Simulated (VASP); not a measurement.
Here is a VASP 6.6.1 calculation.

Contents of INCAR:

```
SYSTEM = Pb
  PREC = Accurate
  ENCUT = 600
  EDIFF = 1E-6
  ISMEAR = -1
  SIGMA = 0.05
  LREAL = .False.
  LASPH = .True.
  NELM = 100
  ALGO = Normal
  ISIF = 3
  LWAVE = .False.
  LCHARG = .False.
  IBRION = 2
  NSW = 60
  EDIFFG = -0.005
  PSTRESS = 970.0
```

The input KPOINTS:

```
Automatic mesh
0
Gamma
  12 12 12
  0 0 0
```

Contents of POSCAR:

```
Pb
1.0
    0.0000000000      2.6562072936      2.6562072936
    2.6562072936      0.0000000000      2.6562072936
    2.6562072936      2.6562072936      0.0000000000
Pb
2
Direct
   -0.1250000000     -0.1250000000     -0.1250000000
    0.1250000000      0.1250000000      0.1250000000
```

Potentials or basis: VASP PAW LDA potentials, release 64 (Pb_d).

Command:

```console
$ cat potpaw_LDA.64/Pb_d/POTCAR > POTCAR
$ mpirun -np 1 vasp_std > vasp.out
```

(1) Predict the relaxed cell.

(2) Estimate the relaxed volume.

(3) What does it give for the band gap on the k mesh?

## Answers

(1) a = 3.923 Å, b = 3.923 Å, c = 3.923 Å, α = 60.00°, β = 60.00°, γ = 60.00°.

(2) 21.34 Å³/atom.

(3) zero (band 14 reaches 13.95 eV, above the bottom of band 15 at 12.85 eV).

Caveat: the cell is relaxed towards a set pressure, so the enthalpy falls and the energy may rise; spin-orbit coupling is left out, which moves the levels of the heavy elements.
